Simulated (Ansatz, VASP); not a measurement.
One calculation of FePt, two programs

File INCAR:

```
PREC = Accurate
ENCUT = 520
EDIFF = 1E-7
ISMEAR = -1
SIGMA = 0.1
LREAL = F
LASPH = T
NELM = 150
ALGO = Normal
ISIF = 2
LWAVE = F
LCHARG = F
ISPIN = 2
MAGMOM = 4 0
LORBIT = 11
LMAXMIX = 4
GGA = PE
NBANDS = 20
```

The input KPOINTS:

```
regular mesh
0
Gamma
  11 11 9
```

File POSCAR:

```
FePt
1.0
    2.7216540000      0.0000000000      0.0000000000
    0.0000000000      2.7216540000      0.0000000000
    0.0000000000      0.0000000000      3.7000000000
Fe Pt
1 1
Direct
    0.5000000000      0.5000000000      0.5000000000
    0.0000000000      0.0000000000      0.0000000000
```

Input for Ansatz:

```yaml
crystal:
  lattice:
    - [2.721654, 0.0, 0.0]
    - [0.0, 2.721654, 0.0]
    - [0.0, 0.0, 3.7]
  atoms:
    - { symbol: Fe, position: [0.5, 0.5, 0.5], spin: 4.0 }
    - { symbol: Pt, position: [0.0, 0.0, 0.0] }
magnetization:
  spin_polarized: true
hamiltonian:
  xc: pbe
  pseudopotentials: { kind: paw }
basis:
  ecutwfc: 420
kpoints:
  mp_grid: { grid: [11, 11, 9] }
scf:
  occupations: { method: fermi_dirac, width: 0.1 }
  lower_state_search: "off"
output:
  forces: true
  stress: true
```

Alike in both runs: task single point; functional PBE; k mesh 11 × 11 × 9; occupations fermi-dirac, width 0.1 eV; collinear spin.

```csv
,VASP,Ansatz
version,VASP 6.6.1,Ansatz 0.2.0
potentials or method,"VASP PAW PBE potentials, release 64 (Fe, Pt), cutoff 520 eV","PAW, plane waves, scalar-relativistic"
valence electrons in the cell,18,34
```

Ansatz gave:

* pressure (GPa): 5.0
* traceless stress, the component that is largest in VASP (GPa): 1.89
* net moment per atom (μB): 1.63
* size of the moment on the site where the two differ most (μB): 0.39

Q: Which values does VASP return?

A: Pressure (GPa): 4.6; traceless stress, the component that is largest in VASP (GPa): 1.92; net moment per atom (μB): 1.63; size of the moment on the site where the two differ most (μB): 0.33.

Site moments also hang on the region over which each program counts them. VASP's potentials hold 18 valence electrons a cell and Ansatz's 34, so a difference there can come from the potentials and not from the codes.

Spin-orbit coupling is off throughout.
